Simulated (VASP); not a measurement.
PbF2, 3 atoms in the cell. It takes space group Fm-3m (No. 225, cubic). The conventional cell has a = 5.927 Å, b = 5.927 Å, c = 5.927 Å, α = 90.00°, β = 90.00°, γ = 90.00°. Pb (site symmetry m-3m) has 8 F at 2.57 Å within 3.4 Å. Within 3.4 Å of F (site symmetry -43m) lie 4 Pb at 2.57 Å and 6 F at 2.96 Å. 

| Quantity | Value |
| --- | --- |
| Program | VASP 6.6.1 |
| Task | relaxation of cell and atoms |
| Functional | r2SCAN |
| Potentials or basis | VASP PAW PBE potentials, release 64 (Pb_d, F) |
| Cutoff | 600 eV |
| k mesh | 12 × 12 × 12 |
| Occupations | fermi-dirac, width 0.1 eV |
| Spin | no spin polarisation |
| Dipole correction | no |
| Further INCAR settings | ALGO = Normal; EDIFF = 1e-07; IBRION = 2; EDIFFG = -0.002; NSW = 100; ISIF = 3 |

Potentials or basis: VASP PAW PBE potentials, release 64 (Pb_d, F).

The run is started by

```bash
$ cat potpaw_PBE.64/Pb_d/POTCAR potpaw_PBE.64/F/POTCAR > POTCAR
$ cp INCAR.step1 INCAR
$ mpirun -np 1 vasp_std > vasp.out
$ cp INCAR.step2 INCAR
$ mpirun -np 1 vasp_std > vasp.out
```

Hardware: 1 thread of Intel(R) Xeon(R) 6975P-C (Granite Rapids) (shared host).

Task: Estimate the wall time of this run.

Result: Wall time 5.5 min on 1 thread of Intel(R) Xeon(R) 6975P-C (Granite Rapids), with other jobs on the host, peak memory 0.27 GiB. Counts: k points 72, ion steps 3.
